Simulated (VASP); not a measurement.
# Ti (P6_3/mmc) in VASP: further runs, part 3 of 3

VASP 6.6.1. The steps go on from the part before.

## (6) Single point, PBEsol (strain -0.030 along x and y, +0.030 along z)

Input file INCAR:

```
SYSTEM = Ti
ALGO     = Fast           ! electronic algorithm
EDIFF    = 1E-6           ! SCF threshold, eV
ENCUT    = 520            ! plane-wave cutoff, eV
GGA      = PS             ! functional
ISIF     = 2              ! what is computed and relaxed
ISMEAR   = 0              ! smearing method
LASPH    = .True.         ! aspherical terms in the spheres
LCHARG   = .True.         ! write CHGCAR
LELF     = .True.         ! ELF
LREAL    = .False.        ! projectors in reciprocal space
LVHAR    = .True.       
LWAVE    = .False.        ! write WAVECAR
NBANDS   = 19             ! bands
NELM     = 80             ! most SCF steps
PREC     = Accurate       ! precision mode
SIGMA    = 0.15           ! smearing width, eV
```

Input file KPOINTS:

```
k-points
0
Gamma
  18 18 10
  0 0 0
```

Input file POSCAR:

```
Ti
1.0
    2.8614979246      0.0000000000      0.0000000000
   -1.4307489623      2.4781298956      0.0000000000
    0.0000000000      0.0000000000      4.8265800000
Ti
2
Direct
    0.3333333333      0.6666666667      0.2500000000
    0.6666666667      0.3333333333      0.7500000000
```

Potentials or basis: VASP PAW PBE potentials, release 64 (Ti_sv).

Run with:

```console
$ cat potpaw_PBE.64/Ti_sv/POTCAR > POTCAR
$ mpirun -np 1 vasp_std > vasp.out
```

OUTCAR:

```text
SYSTEM = Ti
   EDIFF = 1E-6
   ENCUT = 520
   GGA = PS
   ISIF = 2
   ISMEAR = 0
   LASPH = .True.
   LREAL = .False.
   NELM = 80
   PREC = Accurate

 ion  position               nearest neighbor table
   1  0.333  0.667  0.250-
   2  0.667  0.333  0.750-

  LATTYP: Found a hexagonal cell.
 ALAT       =     2.8614979246
 C/A-ratio  =     1.6867319590

  Lattice vectors:

 A1 = (   2.8614979246,   0.0000000000,   0.0000000000)
 A2 = (  -1.4307489623,   2.4781298956,   0.0000000000)
 A3 = (   0.0000000000,   0.0000000000,   4.8265800000)

Analysis of symmetry for initial positions (statically):
=====================================================================
 Subroutine PRICEL returns:
 Original cell was already a primitive cell.

 Routine SETGRP: Setting up the symmetry group for a
 hexagonal supercell.

 Subroutine GETGRP returns: Found 24 space group operations
 (whereof 12 operations were pure point group operations)
 out of a pool of 24 trial point group operations.

The static configuration has the point symmetry D_3d.
 The point group associated with its full space group is D_6h.

Analysis of symmetry for dynamics (positions and initial velocities):
=====================================================================
 Subroutine PRICEL returns:
 Original cell was already a primitive cell.

 Routine SETGRP: Setting up the symmetry group for a
 hexagonal supercell.

 Subroutine GETGRP returns: Found 24 space group operations
 (whereof 12 operations were pure point group operations)
 out of a pool of 24 trial point group operations.

The dynamic configuration has the point symmetry D_3d.
 The point group associated with its full space group is D_6h.

 Subroutine INISYM returns: Found 24 space group operations
 (whereof 12 operations are pure point group operations),
 and found     1 'primitive' translations

----------------------------------------------------------------------------------------

                                     Primitive cell

  volume of cell :      34.2261

  direct lattice vectors                    reciprocal lattice vectors
     2.861497925  0.000000000  0.000000000     0.349467316  0.201765049  0.000000000
    -1.430748962  2.478129896  0.000000000     0.000000000  0.403530098  0.000000000
     0.000000000  0.000000000  4.826580000     0.000000000  0.000000000  0.207186041

  length of vectors
     2.861497925  2.861497925  4.826580000     0.403530098  0.403530098  0.207186041

  position of ions in fractional coordinates (direct lattice)
     0.333333333  0.666666667  0.250000000
     0.666666667  0.333333333  0.750000000

  ion indices of the primitive-cell ions
   primitive index   ion index
                 1           1
                 2           2

----------------------------------------------------------------------------------------

 KPOINTS: k-points

Automatic generation of k-mesh.
 Grid dimensions read from file:
 generate k-points for:   18   18   10

 Generating k-lattice:

  Cartesian coordinates                     Fractional coordinates (reciprocal lattice)
     0.019414851  0.011209169  0.000000000     0.055555556 -0.000000000  0.000000000
     0.000000000  0.022418339  0.000000000     0.000000000  0.055555556  0.000000000
     0.000000000  0.000000000  0.020718604     0.000000000  0.000000000  0.100000000

  Length of vectors
     0.022418339  0.022418339  0.020718604

  Shift w.r.t. Gamma in fractional coordinates (k-lattice)
     0.000000000  0.000000000  0.000000000

 Subroutine IBZKPT returns following result:
 ===========================================

 Found    222 irreducible k-points:

 Following reciprocal coordinates:
            Coordinates               Weight
  0.000000  0.000000  0.000000      1.000000
  0.055556  0.000000  0.000000      6.000000
  0.111111  0.000000  0.000000      6.000000
  0.166667 -0.000000  0.000000      6.000000
  0.222222  0.000000  0.000000      6.000000
  0.277778 -0.000000  0.000000      6.000000
[... 16 lines left out ...]
  0.333333  0.111111  0.000000     12.000000
  0.388889  0.111111  0.000000     12.000000
 [... further k-points ...]
   k-points           NKPTS =    222   k-points in BZ     NKDIM =    222   number of bands    NBANDS=     19
   number of dos      NEDOS =    301   number of ions     NIONS =      2
   total plane-waves  NPLWV =  20736
   dimension x,y,z NGX =    24 NGY =   24 NGZ =   36
   dimension x,y,z NGXF=    48 NGYF=   48 NGZF=   72
   ions per type =               2
   NGX,Y,Z   is equivalent  to a cutoff of  13.94, 13.94, 12.40 a.u.
   NGXF,Y,Z  is equivalent  to a cutoff of  27.89, 27.89, 24.80 a.u.
 SYSTEM =  Ti
   PREC   = accura    normal or accurate (medium, high low for compatibility)
   ISTART =      0    job   : 0-new  1-cont  2-samecut
   ICHARG =      2    charge: 1-file 2-atom 10-const
   ISPIN  =      1    spin polarized calculation?
   LNONCOLLINEAR =      F non collinear calculations
   LSORBIT =      F    spin-orbit coupling
   LASPH  =      T    aspherical Exc in radial PAW
   ENCUT  =  520.0 eV  38.22 Ry    6.18 a.u.   5.32  5.32  8.97*2*pi/ulx,y,z
   NELM   =     80;   NELMIN=  2; NELMDL= -5     # of ELM steps
   EDIFF  = 0.1E-05   stopping-criterion for ELM
   LREAL  =      F    real-space projection
[... 7 lines left out ...]
   TEBEG  =    0.0;   TEEND  =   0.0 temperature during run
   PSTRESS=    0.0 pullay stress
   NELECT =      24.0000    total number of electrons
   NUPDOWN=      -1.0000    fix difference up-down
   EMIN   =  10.00;   EMAX   =-10.00  energy-range for DOS
   EFERMI =   0.00;   METHOD = LEGACY
   ISMEAR =     0;   SIGMA  =   0.15  broadening in eV -4-tet -1-fermi 0-gaus
   EFERMI_NEDOS =   21; number of points for ismear=-14 and -15
   IALGO  =     68    algorithm
   IMIX   =      4    mixing-type and parameters
     AMIX     =   0.40;   BMIX     =  1.00
     AMIX_MAG =   1.60;   BMIX_MAG =  1.00
  volume/ion in A,a.u.               =      17.11       115.48
  Fermi-wavevector in a.u.,A,eV,Ry     =   1.454430  2.748475 28.781321  2.115367
  Thomas-Fermi vector in A             =   2.571582
   LORBIT       =      0    0 simple, 1 ext, 2 COOP (PROOUT), +10 PAW based schemes
   GGA     = PS    functional components
   LHFCALC =     F    Hartree Fock is set to
   AEXX    =    0.0000 exact exchange contribution
   IVDW    =     0    specifies the selected vdW correction
   LEPSILON=     F    determine dielectric tensor
   LRPA    =     F    only Hartree local field effects (RPA)
 non-spin polarized calculation
 RMM-DIIS sequential band-by-band and
 Gauss-broadening in eV      SIGMA  =   0.15
  energy-cutoff  :      520.00
  volume of cell :       34.23
 maximum number of plane-waves:       942
 NGX is ok and might be reduce to    24
   NGX = 11   NGY = 11   NGZ = 17

 number of electron      24.0000006 magnetization

 Free energy of the ion-electron system (eV)
  ---------------------------------------------------
  ext. energy  EPLUGINS =         0.00000000
  ---------------------------------------------------
  free energy    TOTEN  =       -16.65126987 eV

  energy without entropy =      -16.62692611  energy(sigma->0) =      -16.63909799

 E-fermi :   8.3389     XC(G=0): -11.7048

 val. band max:        8.3206067196   @ k =   0.2778   0.2222   0.5000
 cond. band min:       8.3396574836   @ k =   0.1111   0.0000   0.4000
 fundamental gap:      0.0190507640
 Fermi energy:         8.3388931315

 k-point     1 :       0.0000    0.0000    0.0000
  band No.  band energies     occupation
      1     -48.2180      2.00000
      2     -48.1016      2.00000
      3     -24.8748      2.00000
      4     -24.2165      2.00000
      5     -24.1947      2.00000
      6     -24.1947      2.00000
[... 11 lines left out ...]
     18      10.3279      0.00000
     19      11.6146      0.00000

 k-point     2 :       0.0556    0.0000    0.0000
  band No.  band energies     occupation
      1     -48.2143      2.00000
      2     -48.0995      2.00000
      3     -24.8676      2.00000
      4     -24.2183      2.00000
      5     -24.2130      2.00000
      6     -24.2002      2.00000
[... 476 lines left out ...]
 k-point    24 :       0.3889    0.1111    0.0000
  band No.  band energies     occupation
      1     -48.0799      2.00000
      2     -48.0419      2.00000
      3     -24.7637      2.00000
      4     -24.6650      2.00000
      5     -24.5621      2.00000
      6     -24.3962      2.00000
[... 11 lines left out ...]
     18      11.9042      0.00000
     19      12.8635      0.00000

 [... further k-points ...]

------------------------ aborting loop because EDIFF is reached ----------------------------------------

  FORCE on cell =-STRESS in cart. coord.  units (eV):
  Direction    XX          YY          ZZ          XY          YZ          ZX
  --------------------------------------------------------------------------------------
  -------------------------------------------------------------------------------------
  Total       -0.1453349     -0.1453349     -1.5685691      0.0000000     -0.0000000      0.0000000
  in kB       -6.8033624     -6.8033624    -73.4272458      0.0000000     -0.0000000      0.0000000
  external PRESSURE =     -29.0113235 kB  Pullay stress =       0.0000000 kB

 VOLUME and BASIS-vectors are now :
 -----------------------------------------------------------------------------
  energy-cutoff  :      520.00
  volume of cell :       34.23
      direct lattice vectors                 reciprocal lattice vectors
     2.861497925  0.000000000  0.000000000     0.349467316  0.201765049  0.000000000
    -1.430748962  2.478129896  0.000000000     0.000000000  0.403530098  0.000000000
     0.000000000  0.000000000  4.826580000     0.000000000  0.000000000  0.207186041

 POSITION                                       TOTAL-FORCE (eV/Angst)
 -----------------------------------------------------------------------------------
     -0.00000      1.65209      1.20664         0.000000     -0.000000      0.000000
      1.43075      0.82604      3.61993        -0.000000      0.000000      0.000000
 -----------------------------------------------------------------------------------
    total drift:                               -0.000000      0.000000     -0.000000

  FREE ENERGIE OF THE ION-ELECTRON SYSTEM (eV)
  ---------------------------------------------------
  free  energy   TOTEN  =       -16.6512698657 eV

  energy  without entropy=      -16.6269261059  energy(sigma->0) =      -16.63909799
```

Run time: 6.4 min. Hardware: 1 thread of Intel Xeon Platinum 8259CL at 2.50GHz (Skylake/Cascade Lake), shared host; peak memory 0.24 GiB.

Results:

```
Free energy            : -16.6513 eV
Pressure               : -2.9 GPa
Band gap on the k mesh : zero (bands 12 and 13 overlap by 0.85 eV)
```

Stress tensor (GPa, compression positive):
```
-0.68  0.00  0.00
 0.00 -0.68  0.00
 0.00  0.00 -7.34
```

Caveat: the cell differs from its parent crystal (strain -0.030 along x and y, +0.030 along z); the PAW data sets were made with another functional, which shifts forces and pressure a little.

## (7) Summary

| cell | further INCAR settings | gap on the mesh (eV) | pressure (GPa) |
| --- | --- | --- | --- |
| a = 2.861, b = 2.861, c = 4.616 Å, angles 90.0, 90.0, 120.0°, 2 atoms | ALGO = Fast; EDIFF = 1e-06; NBANDS = 19 | none | 2.0 |
| a = 2.906, b = 2.906, c = 4.545 Å, angles 90.0, 90.0, 120.0°, 2 atoms | ALGO = Fast; EDIFF = 1e-06; NBANDS = 19 | none | 0.3 |
| a = 2.861, b = 2.861, c = 4.756 Å, angles 90.0, 90.0, 120.0°, 2 atoms | ALGO = Fast; EDIFF = 1e-06; NBANDS = 19 | none | -1.3 |
| a = 2.906, b = 2.906, c = 4.616 Å, angles 90.0, 90.0, 120.0°, 2 atoms | ALGO = Fast; EDIFF = 1e-07; NBANDS = 19 | none | -1.3 |
| a = 2.861, b = 2.861, c = 4.827 Å, angles 90.0, 90.0, 120.0°, 2 atoms | ALGO = Fast; EDIFF = 1e-06; NBANDS = 19 | none | -2.9 |

Alike in all rows: task single point; level PBEsol; potentials or basis VASP PAW PBE potentials, release 64 (Ti_sv); no spin polarisation; k mesh 18 × 18 × 10; cutoff (eV) 520; smearing gaussian 0.15 eV.

Caveats: the PAW data sets were made with another functional, which shifts forces and pressure a little.

Absolute energies hang on the potentials; compare differences alone.
